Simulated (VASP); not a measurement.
Here is a VASP 6.6.1 calculation.

The input INCAR:

```
ALGO = Normal
EDIFF = 1E-6
EDIFFG = -0.02
ENCUT = 600
GGA = RE
IBRION = 2
ISIF = 3
ISMEAR = -1
ISPIN = 2
IVDW = 12
LASPH = True
LCHARG = False
LMAXMIX = 4
LORBIT = 11
LREAL = False
LWAVE = False
MAGMOM = 2
NELM = 150
NSW = 80
PREC = Accurate
SIGMA = 0.05
```

Contents of KPOINTS:

```
k-points
0
Gamma
  12 12 12
```

Contents of POSCAR:

```
V
1.0
   -1.5143500000      1.5143500000      1.5143500000
    1.5143500000     -1.5143500000      1.5143500000
    1.5143500000      1.5143500000     -1.5143500000
V
1
Direct
    0.0000000000      0.0000000000      0.0000000000
```

Potentials or basis: VASP PAW PBE potentials, release 64 (V_sv).

Command:

```bash
$ cat potpaw_PBE.64/V_sv/POTCAR > POTCAR
$ mpirun -np 1 vasp_std > vasp.out
```

**Question.** Estimate the space group after relaxing (to 0.05 Å).

**Answer.** Im-3m (No. 229).

**Question.** Predict the dispersion energy per atom.

**Answer.** -1.375 eV.

Final structure:
```
V
1.0
    -1.46295    1.46295    1.46295
     1.46295   -1.46295    1.46295
     1.46295    1.46295   -1.46295
V
1
Direct
  0.00000 0.00000 0.00000
```
